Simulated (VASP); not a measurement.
## SrTiO3: single point with r2SCAN+U

Crystal: SrTiO3.

```xyz
5
Lattice="3.9180 0.0000 0.0000 0.0000 3.9180 0.0000 0.0000 0.0000 3.9180" Properties=species:S:1:pos:R:3 pbc="T T T"
Sr    0.0000    0.0000    0.0000
Ti    1.9590    1.9590    1.9590
O     0.0000    1.9590    1.9590
O     1.9590    0.0000    1.9590
O     1.9590    1.9590    0.0000
```

```
Program                : VASP 6.6.1
Task                   : single point
Functional             : r2SCAN
Potentials or basis    : VASP PAW PBE potentials, release 64 (Sr_sv, Ti_sv, O_h)
Cutoff                 : 910 eV
k mesh                 : 6 × 6 × 6
Occupations            : gaussian, width 0.02 eV
Spin                   : no spin polarisation
Hubbard terms          : Ti d U = 4.0 eV
Dipole correction      : no
Further INCAR settings : ALGO = Normal; EDIFF = 1e-06; NBANDS = 28
```

```yaml
Pressure: 3.0 GPa
Band_gap_on_the_k_mesh: 2.85 eV (least direct gap 3.29 eV)
```

Levels at points of the mesh, in eV from the valence-band top:
| k point | band 16 | band 17 | band 18 | band 19 | band 20 | band 21 | band 22 | band 23 | band 24 | band 25 |
| --- | --- | --- | --- | --- | --- | --- | --- | --- | --- | --- |
| (0.00, 0.00, 0.00) | -1.21 | -1.21 | -0.44 | -0.44 | -0.44 | 2.85 | 2.85 | 2.85 | 4.60 | 4.60 |
| (0.50, 0.00, 0.00) | -2.24 | -2.24 | -1.99 | -0.83 | -0.83 | 3.04 | 4.61 | 4.67 | 4.67 | 6.82 |
| (0.50, 0.50, 0.00) | -2.73 | -1.94 | -1.62 | -1.62 | -0.09 | 4.69 | 4.69 | 5.19 | 5.58 | 8.50 |
| (0.50, 0.50, 0.50) | -3.67 | -3.67 | 0.00 | 0.00 | 0.00 | 5.39 | 5.39 | 5.39 | 7.55 | 7.55 |

Eigenvalues of the final occupation matrices:
| site | spin | trace | eigenvalues |
| --- | --- | --- | --- |
| site 2 d | 1 | 0.78 | 0.09 0.09 0.09 0.25 0.25 |
| site 2 d | 2 | 0.78 | 0.09 0.09 0.09 0.25 0.25 |

Wall time 2.7 min on 1 thread of Intel(R) Xeon(R) 6975P-C (Granite Rapids) (shared host), peak memory 0.31 GiB.

Caveat: the cutoff is under 1.25 times the usual one of these potentials, so pressure, stress and relaxed cells hold a basis-set (Pulay) error; the PAW data sets were made with another functional, which shifts forces and pressure a little. A k mesh can miss the band edges.
